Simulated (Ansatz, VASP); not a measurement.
# AlN in VASP and in Ansatz

The input INCAR:

```
SYSTEM = AlN
ALGO = Normal ; EDIFF = 1E-6
ENCUT = 520 ; GGA = PS
ISIF = 2 ; ISMEAR = 0
LASPH = .TRUE. ; LCHARG = .FALSE.
LREAL = .FALSE. ; LWAVE = .FALSE.
NBANDS = 26 ; NELM = 100
PREC = Accurate ; SIGMA = 0.05
```

File KPOINTS:

```
k-points
0
G
  6 6 6
  0 0 0
```

Contents of POSCAR:

```
AlN
1.0
    4.3771405283      0.0000000000      0.0000000000
    0.0000000000     -4.3771405283      0.0000000000
    0.0000000000      0.0000000000     -4.3771405283
Al N
4 4
Direct
   -0.0814188659      0.0000000000     -0.0814188659
    0.5000000000      0.5000000000      0.0000000000
    0.5000000000      0.0000000000      0.5000000000
    0.0000000000      0.5000000000      0.5000000000
    0.7500000000      0.7500000000      0.7500000000
    0.2500000000      0.2500000000      0.7500000000
    0.2500000000      0.7500000000      0.2500000000
    0.7500000000      0.2500000000      0.2500000000
```

Input for Ansatz:

```yaml
crystal:
  lattice:
    - [4.3771405283, 0.0, 0.0]
    - [0.0, -4.3771405283, 0.0]
    - [0.0, 0.0, -4.3771405283]
  atoms:
    - { symbol: Al, position: [-0.0814188659, 0.0, -0.0814188659] }
    - { symbol: Al, position: [0.5, 0.5, 0.0] }
    - { symbol: Al, position: [0.5, 0.0, 0.5] }
    - { symbol: Al, position: [0.0, 0.5, 0.5] }
    - { symbol: "N", position: [0.75, 0.75, 0.75] }
    - { symbol: "N", position: [0.25, 0.25, 0.75] }
    - { symbol: "N", position: [0.25, 0.75, 0.25] }
    - { symbol: "N", position: [0.75, 0.25, 0.25] }
basis:
  ecutwfc: 420
kpoints:
  mp_grid: { grid: [6, 6, 6] }
hamiltonian:
  xc: pbesol
  pseudopotentials: { kind: paw, azcp: { folder: soft_1 } }
scf:
  occupations: { method: gaussian, width: 0.05 }
output:
  forces: true
  stress: true
  eigenvalues: true
```

Alike in both runs: task single point; functional PBEsol; k mesh 6 × 6 × 6; occupations gaussian, width 0.05 eV; no spin polarisation.

|  | VASP | Ansatz |
| --- | --- | --- |
| version | VASP 6.6.1 | Ansatz 0.2.0 |
| potentials or method | VASP PAW PBE potentials, release 64 (Al, N), cutoff 520 eV | scalar-relativistic, plane waves, PAW |
| valence electrons in the cell | 32 | 32 |

|  | VASP | Ansatz | Ansatz less VASP |
| --- | --- | --- | --- |
| gap on the k mesh at the Fermi level (eV) | 0.78 | 0.78 | +0.006 |
| least direct gap on the mesh (eV) | 0.86 | 0.87 | +0.006 |
| pressure (GPa) | 10.0 | 9.8 | -0.17 |
| traceless stress, the component that is largest in VASP (GPa) | -10.97 | -10.79 | +0.184 |
| rms of the force components (eV/Å) | 4.182 | 4.141 | -0.0410 |

VASP's potentials were made for PBE, not for PBEsol, and Ansatz warns of the same on its side. Atom by atom the forces differ by 0.044 eV/Å (rms over components).
